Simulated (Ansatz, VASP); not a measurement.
## Two plane-wave programs on SbAs2

```
CELL_PARAMETERS angstrom
4.41980 0.00000 0.00000
-2.20990 3.82766 0.00000
0.00000 0.00000 9.23971
ATOMIC_POSITIONS crystal
Sb 0.33333 0.66667 0.00000
Sb 0.66667 0.33333 0.00000
As 0.00000 0.00000 0.50000
As 0.00000 0.00000 0.23000
As 0.00000 0.00000 0.77000
As 0.00000 0.00000 0.00000
```

Alike in both runs: task relaxation of cell and atoms; functional PBE; k mesh 6 × 6 × 2; occupations gaussian, width 0.1 eV; no spin polarisation.

```csv
,VASP,Ansatz
version,VASP 6.6.1,Ansatz 0.2.0
potentials or method,"VASP PAW PBE potentials, release 64 (Sb, As), cutoff 600 eV","scalar-relativistic, plane waves, PAW"
valence electrons in the cell,30,90
```

VASP gave:

- gap on the k mesh at the Fermi level, each at its own relaxed structure (eV): none
- relaxed volume (Å³/atom): 40.16
- relaxed cell length with the largest relative difference (Å): 5.390

**Question.** What did Ansatz give for the same quantities?

**Answer.** gap on the k mesh at the Fermi level, each at its own relaxed structure (eV): none; relaxed volume (Å³/atom): 40.07; relaxed cell length with the largest relative difference (Å): 5.386.

A gap of «none» marks a metal or a gap that the smearing closes. VASP's potentials hold 30 valence electrons a cell and Ansatz's 90, so a difference there can come from the potentials and not from the codes.

Neither program's run includes spin-orbit coupling. Noted on VASP's run: the volume moved by over 15 % at a fixed basis, so the end points are rough.
